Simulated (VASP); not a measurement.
# SnTe (R3m) in VASP: single point with PBEsol

Aim: the single point of SnTe with PBEsol.

All numbers are computed with VASP 6.6.1; they aren't measurements. Logs are shortened: lines on timing, memory, paths and dates and some standing lists are left out, and cuts for length are marked.

### Step 1. The cell of the first run

The structure is trigonal, space group R3m (No. 160). Conventional cell: a = 5.051 Å, b = 5.051 Å, c = 13.122 Å, α = 90.00°, β = 90.00°, γ = 120.00°. Within 3.9 Å of Sn (site symmetry 3m) lie 4 Te at 2.97 to 3.81 Å. Within 3.9 Å of Te (site symmetry 3m) lie 4 Sn at 2.97 to 3.81 Å.

### Step 2. Single point, PBEsol (strained and its atoms moved)

Contents of INCAR:

```
SYSTEM = SnTe
  PREC = Accurate
  ENCUT = 520
  EDIFF = 1E-6
  ISMEAR = 0
  SIGMA = 0.05
  LREAL = .FALSE.
  LASPH = .TRUE.
  NELM = 60
  ALGO = Normal
  ISIF = 2
  LWAVE = .FALSE.
  LCHARG = .TRUE.
  GGA = PS
  LELF = .TRUE.
  LVHAR = .TRUE.
  NBANDS = 17
```

Contents of KPOINTS:

```
regular mesh
0
G
  8 8 8
  0 0 0
```

Contents of POSCAR:

```
SnTe
1.0
    0.1444458400      3.7159053455      3.7159053455
    3.7159053455      0.1444458400      3.7159053455
    3.7159053455      3.7159053455      0.1444458400
Sn Te
1 1
Direct
    0.0199850085      0.0199850085      0.0199850085
    0.7300149915      0.7300149915      0.7300149915
```

Potentials or basis: VASP PAW PBE potentials, release 64 (Sn_d, Te).

Command:

```
cat potpaw_PBE.64/Sn_d/POTCAR potpaw_PBE.64/Te/POTCAR > POTCAR
mpirun -np 1 vasp_std > vasp.out
```

OUTCAR:

```text
SYSTEM = SnTe
   PREC = Accurate
   ENCUT = 520
   EDIFF = 1E-6
   ISMEAR = 0
   LREAL = .FALSE.
   LASPH = .TRUE.
   NELM = 60
   ISIF = 2
   GGA = PS

 ion  position               nearest neighbor table
   1  0.020  0.020  0.020-   2 2.97   2 2.97   2 2.97
   2  0.730  0.730  0.730-   1 2.97   1 2.97   1 2.97

  LATTYP: Found a trigonal (rhomboedric) cell.
 ALAT       =     5.2570685438
 COS(alpha) =     0.5384654882

  Lattice vectors:

 A1 = (   0.1444458400,   3.7159053455,   3.7159053455)
 A2 = (   3.7159053455,   0.1444458400,   3.7159053455)
 A3 = (   3.7159053455,   3.7159053455,   0.1444458400)

Analysis of symmetry for initial positions (statically):
=====================================================================
 Subroutine PRICEL returns:
 Original cell was already a primitive cell.

 Routine SETGRP: Setting up the symmetry group for a
 trigonal (rhombohedral) supercell.

 Subroutine GETGRP returns: Found  6 space group operations
 (whereof  6 operations were pure point group operations)
 out of a pool of 12 trial point group operations.

The static configuration has the point symmetry C_3v.

Analysis of symmetry for dynamics (positions and initial velocities):
=====================================================================
 Subroutine PRICEL returns:
 Original cell was already a primitive cell.

 Routine SETGRP: Setting up the symmetry group for a
 trigonal (rhombohedral) supercell.

 Subroutine GETGRP returns: Found  6 space group operations
 (whereof  6 operations were pure point group operations)
 out of a pool of 12 trial point group operations.

The dynamic configuration has the point symmetry C_3v.

 Subroutine INISYM returns: Found  6 space group operations
 (whereof  6 operations are pure point group operations),
 and found     1 'primitive' translations

----------------------------------------------------------------------------------------

                                     Primitive cell

  volume of cell :      96.6376

  direct lattice vectors                    reciprocal lattice vectors
     0.144445840  3.715905345  3.715905345    -0.142667948  0.137329627  0.137329627
     3.715905345  0.144445840  3.715905345     0.137329627 -0.142667948  0.137329627
     3.715905345  3.715905345  0.144445840     0.137329627  0.137329627 -0.142667948

  length of vectors
     5.257068544  5.257068544  5.257068544     0.240983394  0.240983394  0.240983394

  position of ions in fractional coordinates (direct lattice)
     0.019985009  0.019985009  0.019985009
     0.730014991  0.730014991  0.730014991

  ion indices of the primitive-cell ions
   primitive index   ion index
                 1           1
                 2           2

----------------------------------------------------------------------------------------

 KPOINTS: regular mesh

Automatic generation of k-mesh.
 Grid dimensions read from file:
 generate k-points for:    8    8    8

 Generating k-lattice:

  Cartesian coordinates                     Fractional coordinates (reciprocal lattice)
    -0.017833493  0.017166203  0.017166203     0.125000000  0.000000000  0.000000000
     0.017166203 -0.017833493  0.017166203     0.000000000  0.125000000  0.000000000
     0.017166203  0.017166203 -0.017833493     0.000000000  0.000000000  0.125000000

  Length of vectors
     0.030122924  0.030122924  0.030122924

  Shift w.r.t. Gamma in fractional coordinates (k-lattice)
     0.000000000  0.000000000  0.000000000

 Subroutine IBZKPT returns following result:
 ===========================================

 Found     65 irreducible k-points:

 Following reciprocal coordinates:
            Coordinates               Weight
  0.000000  0.000000  0.000000      1.000000
  0.125000  0.000000  0.000000      6.000000
  0.250000  0.000000  0.000000      6.000000
  0.375000  0.000000 -0.000000      6.000000
  0.500000  0.000000  0.000000      3.000000
  0.125000  0.125000  0.000000      6.000000
[... 16 lines left out ...]
  0.250000  0.125000  0.125000      6.000000
  0.375000  0.125000  0.125000      6.000000
 [... further k-points ...]
   k-points           NKPTS =     65   k-points in BZ     NKDIM =     65   number of bands    NBANDS=     17
   number of dos      NEDOS =    301   number of ions     NIONS =      2
   total plane-waves  NPLWV =  64000
   dimension x,y,z NGX =    40 NGY =   40 NGZ =   40
   dimension x,y,z NGXF=    80 NGYF=   80 NGZF=   80
   ions per type =               1   1
   NGX,Y,Z   is equivalent  to a cutoff of  12.65, 12.65, 12.65 a.u.
   NGXF,Y,Z  is equivalent  to a cutoff of  25.30, 25.30, 25.30 a.u.
 SYSTEM =  SnTe
   PREC   = accura    normal or accurate (medium, high low for compatibility)
   ISTART =      0    job   : 0-new  1-cont  2-samecut
   ICHARG =      2    charge: 1-file 2-atom 10-const
   ISPIN  =      1    spin polarized calculation?
   LNONCOLLINEAR =      F non collinear calculations
   LSORBIT =      F    spin-orbit coupling
   LASPH  =      T    aspherical Exc in radial PAW
   ENCUT  =  520.0 eV  38.22 Ry    6.18 a.u.   9.77  9.77  9.77*2*pi/ulx,y,z
   NELM   =     60;   NELMIN=  2; NELMDL= -5     # of ELM steps
   EDIFF  = 0.1E-05   stopping-criterion for ELM
   LREAL  =      F    real-space projection
   EDIFFG = 0.1E-04   stopping-criterion for IOM
   NSW    =      0    number of steps for IOM
   IBRION =     -1    ionic relax: 0-MD 1-quasi-New 2-CG
   NFREE  =      0    steps in history (QN), initial steepest desc. (CG)
   ISIF   =      2    stress and relaxation
   ISYM   =      2    0-nonsym 1-usesym 2-fastsym
   POTIM  = 0.5000    time-step for ionic-motion
   TEBEG  =    0.0;   TEEND  =   0.0 temperature during run
   PSTRESS=    0.0 pullay stress
   NELECT =      20.0000    total number of electrons
   NUPDOWN=      -1.0000    fix difference up-down
   EMIN   =  10.00;   EMAX   =-10.00  energy-range for DOS
   EFERMI =   0.00;   METHOD = LEGACY
   ISMEAR =     0;   SIGMA  =   0.05  broadening in eV -4-tet -1-fermi 0-gaus
   EFERMI_NEDOS =   21; number of points for ismear=-14 and -15
   IALGO  =     38    algorithm
   IMIX   =      4    mixing-type and parameters
     AMIX     =   0.40;   BMIX     =  1.00
     AMIX_MAG =   1.60;   BMIX_MAG =  1.00
  volume/ion in A,a.u.               =      48.32       326.07
  Fermi-wavevector in a.u.,A,eV,Ry     =   0.968358  1.829932 12.758428  0.937718
  Thomas-Fermi vector in A             =   2.098321
   LORBIT       =      0    0 simple, 1 ext, 2 COOP (PROOUT), +10 PAW based schemes
   GGA     = PS    functional components
   LHFCALC =     F    Hartree Fock is set to
   AEXX    =    0.0000 exact exchange contribution
   IVDW    =     0    specifies the selected vdW correction
   LEPSILON=     F    determine dielectric tensor
   LRPA    =     F    only Hartree local field effects (RPA)
 non-spin polarized calculation
 Gauss-broadening in eV      SIGMA  =   0.05
  energy-cutoff  :      520.00
  volume of cell :       96.64
 maximum number of plane-waves:      2624
   NGX = 19   NGY = 19   NGZ = 19

 number of electron      19.9999999 magnetization

 Free energy of the ion-electron system (eV)
  ---------------------------------------------------
  ext. energy  EPLUGINS =         0.00000000
  ---------------------------------------------------
  free energy    TOTEN  =        -7.34193581 eV

  energy without entropy =       -7.34191247  energy(sigma->0) =       -7.34192414

 E-fermi :   2.8930     XC(G=0):  -7.5089

 val. band max:        2.8021291015   @ k =  -0.2500   0.5000   0.2500
 cond. band min:       2.9750658290   @ k =   0.5000   0.5000   0.0000
 fundamental gap:      0.1729367275
 Fermi energy:         2.8930147570

 k-point     1 :       0.0000    0.0000    0.0000
  band No.  band energies     occupation
      1     -18.9590      2.00000
      2     -18.9337      2.00000
      3     -18.9337      2.00000
      4     -18.8927      2.00000
      5     -18.8927      2.00000
      6      -8.8169      2.00000
[... 9 lines left out ...]
     16       9.3547      0.00000
     17       9.3547      0.00000

 k-point     2 :       0.1250    0.0000    0.0000
  band No.  band energies     occupation
      1     -18.9586      2.00000
      2     -18.9338      2.00000
      3     -18.9338      2.00000
      4     -18.8929      2.00000
      5     -18.8922      2.00000
      6      -8.7436      2.00000
[... 9 lines left out ...]
     16       8.9112      0.00000
     17       9.9094      0.00000

 k-point     3 :       0.2500    0.0000    0.0000
  band No.  band energies     occupation
      1     -18.9575      2.00000
      2     -18.9342      2.00000
      3     -18.9338      2.00000
      4     -18.8935      2.00000
      5     -18.8910      2.00000
      6      -8.5466      2.00000
[... 9 lines left out ...]
     16       8.9212      0.00000
     17      10.0346      0.00000

 k-point     4 :       0.3750    0.0000   -0.0000
  band No.  band energies     occupation
      1     -18.9564      2.00000
      2     -18.9345      2.00000
      3     -18.9339      2.00000
      4     -18.8942      2.00000
      5     -18.8898      2.00000
      6      -8.3100      2.00000
[... 9 lines left out ...]
     16       8.9841      0.00000
     17      10.0136      0.00000
[... 343 lines left out ...]
      1     -18.9591      2.00000
      2     -18.9336      2.00000
      3     -18.9336      2.00000
      4     -18.8927      2.00000
      5     -18.8927      2.00000
      6      -8.7846      2.00000
[... 9 lines left out ...]
     16       9.2000      0.00000
     17       9.2000      0.00000

 k-point    23 :       0.2500    0.1250    0.1250
  band No.  band energies     occupation
      1     -18.9587      2.00000
      2     -18.9337      2.00000
      3     -18.9336      2.00000
      4     -18.8929      2.00000
      5     -18.8922      2.00000
      6      -8.6935      2.00000
[... 9 lines left out ...]
     16       8.9836      0.00000
     17      10.2596      0.00000

 k-point    24 :       0.3750    0.1250    0.1250
  band No.  band energies     occupation
      1     -18.9576      2.00000
      2     -18.9339      2.00000
      3     -18.9337      2.00000
      4     -18.8936      2.00000
      5     -18.8910      2.00000
      6      -8.4894      2.00000
[... 9 lines left out ...]
     16       9.7189      0.00000
     17      10.2110      0.00000

 [... further k-points ...]

------------------------ aborting loop because EDIFF is reached ----------------------------------------

  FORCE on cell =-STRESS in cart. coord.  units (eV):
  Direction    XX          YY          ZZ          XY          YZ          ZX
  --------------------------------------------------------------------------------------
  -------------------------------------------------------------------------------------
  Total       -0.1780174     -0.1780174     -0.1780174     -0.5778290     -0.5778290     -0.5778290
  in kB       -2.9513923     -2.9513923     -2.9513923     -9.5799615     -9.5799615     -9.5799615
  external PRESSURE =      -2.9513923 kB  Pullay stress =       0.0000000 kB

 VOLUME and BASIS-vectors are now :
 -----------------------------------------------------------------------------
  energy-cutoff  :      520.00
  volume of cell :       96.64
      direct lattice vectors                 reciprocal lattice vectors
     0.144445840  3.715905345  3.715905345    -0.142667948  0.137329627  0.137329627
     3.715905345  0.144445840  3.715905345     0.137329627 -0.142667948  0.137329627
     3.715905345  3.715905345  0.144445840     0.137329627  0.137329627 -0.142667948

 POSITION                                       TOTAL-FORCE (eV/Angst)
 -----------------------------------------------------------------------------------
      0.15141      0.15141      0.15141        -0.310691     -0.310691     -0.310691
      5.53078      5.53078      5.53078         0.310691      0.310691      0.310691
 -----------------------------------------------------------------------------------
    total drift:                               -0.000037     -0.000037     -0.000037

  FREE ENERGIE OF THE ION-ELECTRON SYSTEM (eV)
  ---------------------------------------------------
  free  energy   TOTEN  =        -7.3419358053 eV

  energy  without entropy=       -7.3419124724  energy(sigma->0) =       -7.34192414
```

Run time: 1.7 min. Hardware: 1 thread of Intel Xeon 6975P-C, shared host; peak memory 0.31 GiB.

Results:

- Free energy: -7.3419 eV
- Pressure: -0.3 GPa
- Largest force: 0.538 eV/Å
- Band gap on the k mesh: 0.17 eV, indirect (least direct gap 0.81 eV)

Forces in eV/Å, atoms in the order of the input:
```
Sn  -0.311 -0.311 -0.311
Te   0.311  0.311  0.311
```

Stress tensor (GPa, compression positive):
```
-0.30 -0.96 -0.96
-0.96 -0.30 -0.96
-0.96 -0.96 -0.30
```

Caveat: the cell differs from its parent crystal (strained and its atoms moved); the PAW data sets were made with another functional, which shifts forces and pressure a little; spin-orbit coupling is left out, which moves the levels of the heavy elements.
